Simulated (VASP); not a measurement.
Write the native input for VASP 6.6.1 that does the following.

* Task: single point
* Functional: PBE
* Dispersion: D3(BJ)
* Potentials or basis: VASP PAW PBE potentials, release 64 (Bi_d)
* Cutoff: 520 eV
* k mesh: 18 × 18 × 18
* Occupations: gaussian, width 0.15 eV
* Spin: no spin polarisation
* Dipole correction: no
* Further INCAR settings: ALGO = Fast; EDIFF = 1e-06; NBANDS = 14

The structure of Bi lies in POSCAR:

```
Bi
1.0
   -2.0955298414      2.0955298414      1.8046702994
    2.0955298414     -2.0955298414      1.8046702994
    2.0955298414      2.0955298414     -1.8046702994
Bi
1
Direct
    0.0000000000      0.0000000000      0.0000000000
```

One way to write it, as run:

INCAR

```
ALGO     = Fast           # electronic algorithm
EDIFF    = 1E-6           # SCF threshold, eV
ENCUT    = 520            # plane-wave cutoff, eV
GGA      = PE             # functional
ISIF     = 2              # what is computed and relaxed
ISMEAR   = 0              # smearing method
IVDW     = 12             # dispersion correction
LASPH    = T              # aspherical terms in the spheres
LCHARG   = F              # write CHGCAR
LREAL    = F              # projectors in reciprocal space
LWAVE    = F              # write WAVECAR
NBANDS   = 14             # bands
NELM     = 60             # most SCF steps
PREC     = Accurate       # precision mode
SIGMA    = 0.15           # smearing width, eV
```

KPOINTS

```
k-points
0
Gamma
  18 18 18
```

Potentials or basis: VASP PAW PBE potentials, release 64 (Bi_d).

The run is started by

```console
$ cat potpaw_PBE.64/Bi_d/POTCAR > POTCAR
$ mpirun -np 1 vasp_std > vasp.out
```

Results of the run:

The pressure is -2.3 GPa, the band gap on the k mesh is zero (an odd number of electrons rules out a gap without spin polarisation) and the dispersion energy per atom is -0.498 eV.

Caveat: spin-orbit coupling is left out, which moves the levels of the heavy elements.

Run time: 110 s on 1 thread of AMD EPYC 9R45 96-Core Processor (Zen 5) (shared host), peak memory 0.28 GiB.
